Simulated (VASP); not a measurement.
Here is a VASP 6.6.1 calculation.

File INCAR:

```
SYSTEM = Mg5Se
ALGO     = Normal         ! electronic algorithm
EDIFF    = 1E-6           ! SCF threshold, eV
ENCUT    = 520            ! plane-wave cutoff, eV
GGA      = PE             ! functional
ISIF     = 2              ! what is computed and relaxed
ISMEAR   = 0              ! smearing method
LASPH    = .True.         ! aspherical terms in the spheres
LCHARG   = .False.        ! write CHGCAR
LREAL    = .False.        ! projectors in reciprocal space
LWAVE    = .False.        ! write WAVECAR
NBANDS   = 17             ! bands
NELM     = 100            ! most SCF steps
PREC     = Accurate       ! precision mode
SIGMA    = 0.1            ! smearing width, eV
```

KPOINTS

```
k-points
0
Gamma
  4 4 2
  0 0 0
```

Contents of POSCAR:

```
Mg5Se
1.0
    4.2346826589     -2.7448092583      0.0000000000
    4.2346826589      2.7448092583      0.0000000000
    0.0000000000      0.0000000000      7.3667488492
Mg Se
5 1
Direct
    0.1736050296      0.1736050296      0.2980200646
    0.8263949704      0.8263949704      0.2980200646
    0.1736050296      0.1736050296      0.7019799354
    0.8263949704      0.8263949704      0.7019799354
    0.5000000000      0.5000000000      0.5000000000
    0.0000000000      0.0000000000      0.0000000000
```

Potentials or basis: VASP PAW PBE potentials, release 64 (Mg, Se).

The run is started by

```bash
$ cat potpaw_PBE.64/Mg/POTCAR potpaw_PBE.64/Se/POTCAR > POTCAR
$ mpirun -np 1 vasp_std > vasp.out
```

**Question.** What does it give for the pressure?

**Answer.** 0.0 GPa.

**Question.** What does it give for the largest force?

**Answer.** 0.019 eV/Å.

Forces in eV/Å, atoms in the order of the input:
```
Mg   0.000  0.000  0.019
Mg   0.000  0.000  0.019
Mg   0.000  0.000 -0.019
Mg   0.000  0.000 -0.019
Mg   0.000  0.000  0.000
Se   0.000  0.000  0.000
```

Caveat: the k points lie up to 0.43 Å⁻¹ apart, too coarse for converged energies and pressures of a metal.
